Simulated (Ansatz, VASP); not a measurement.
## MoS2: VASP beside Ansatz

```
CELL_PARAMETERS angstrom
3.18413 0.00000 0.00000
-1.59206 2.75753 0.00000
0.00000 0.00000 17.33460
ATOMIC_POSITIONS crystal
Mo 0.00000 0.00000 0.00000
S 0.33333 0.66667 0.91051
S 0.33333 0.66667 0.08949
```

Alike in both runs: functional HSE06; k mesh 6 × 6 × 2; occupations fermi-dirac, width 0.05 eV; no spin polarisation.

|  | VASP | Ansatz |
| --- | --- | --- |
| version | VASP 6.6.1 | Ansatz 0.2.0 |
| potentials or method | VASP PAW PBE potentials, release 64 (Mo_sv, S) | Ansatz PAW |
| plane-wave cutoff (eV) | 520 | 420 |
| valence electrons in the cell | 26 | 26 |
| task | single point | band structure |

|  | VASP | Ansatz | Ansatz less VASP |
| --- | --- | --- | --- |
| gap on the k mesh at the Fermi level (eV) | 2.11 | 2.10 | -0.015 |
| least direct gap on the mesh (eV) | 2.11 | 2.11 | -0.002 |
| rms of the force components (eV/Å) | 0.152 | 0.139 | -0.0131 |

Atom by atom the forces differ by 0.013 eV/Å (rms over components).
